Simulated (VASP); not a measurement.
Input of a VASP 6.6.1 run:

File INCAR:

```
SYSTEM = In
PREC     = Accurate       ! precision mode
ENCUT    = 520            ! plane-wave cutoff, eV
EDIFF    = 1E-7           ! SCF threshold, eV
ISMEAR   = 0              ! smearing method
SIGMA    = 0.1            ! smearing width, eV
LREAL    = .False.        ! projectors in reciprocal space
LASPH    = .True.         ! aspherical terms in the spheres
NELM     = 100            ! most SCF steps
ALGO     = Normal         ! electronic algorithm
ISIF     = 2              ! what is computed and relaxed
LWAVE    = .False.        ! write WAVECAR
LCHARG   = .False.        ! write CHGCAR
LDIPOL   = .True.       
IDIPOL   = 3            
DIPOL    = 0.5 0.5 0.315
GGA      = PE             ! functional
NBANDS   = 20             ! bands
```

File KPOINTS:

```
regular mesh
0
Gamma
  14 14 1
  0 0 0
```

POSCAR

```
In
1.0
    4.2075216019     -0.2225738956      0.0000000000
   -0.2436735779      4.2063523814      0.0000000000
    0.0000000000      0.0000000000     23.8342588000
In
2
Direct
    0.2500000000      0.7500000000      0.3100308521
    0.7500000000      0.2500000000      0.3193153393
```

Potentials or basis: VASP PAW PBE potentials, release 64 (In_d).

The run is started by

```sh
$ cat potpaw_PBE.64/In_d/POTCAR > POTCAR
$ mpirun -np 1 vasp_std > vasp.out
```

Question: What does it give for the band gap on the k mesh?

Answer: Zero (band 13 reaches -1.48 eV, above the bottom of band 14 at -4.75 eV).

Question: Estimate the largest force.

Answer: 0.055 eV/Å.

Forces on the atoms (eV/Å):
```
In   0.000  0.000 -0.055
In   0.000  0.000  0.055
```

Caveat: spin-orbit coupling is left out, which moves the levels of the heavy elements.
